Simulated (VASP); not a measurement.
Runs of VASP 6.6.1 on InRu2. The structure is that of space group Fd-3m (No. 227), or close to it. The cells are those of the table. 

```tsv
task	spin	cell	cutoff (eV)	gap on the mesh (eV)	pressure (GPa)
single point	collinear, ferromagnetic start	a = 5.214 Å, angles 60.0°, 6 atoms	520	none	0.6
single point	off	a = 5.272 Å, angles 60.0°, 6 atoms	520	none	(a)
single point	off	a = 5.214 Å, angles 60.0°, 6 atoms	520	none	0.0
relaxation of cell and atoms	off	relaxed from a = 5.272 Å, angles 60.0°, 6 atoms	600	none	-0.1
```

Alike in all rows: level PBE; potentials or basis VASP PAW PBE potentials, release 64 (In_d, Ru_pv); k mesh 4 × 4 × 4; smearing gaussian 0.1 eV.

Estimate the missing entries.

(a) -5.4.

Caveats: all runs use coarse meshes; spin-orbit coupling is left out, which moves the levels of the heavy elements.

A k mesh can miss the band edges, and the runs leave out spin-orbit coupling on In, Ru.

A gap of «none» marks levels without a gap at the run's occupations.
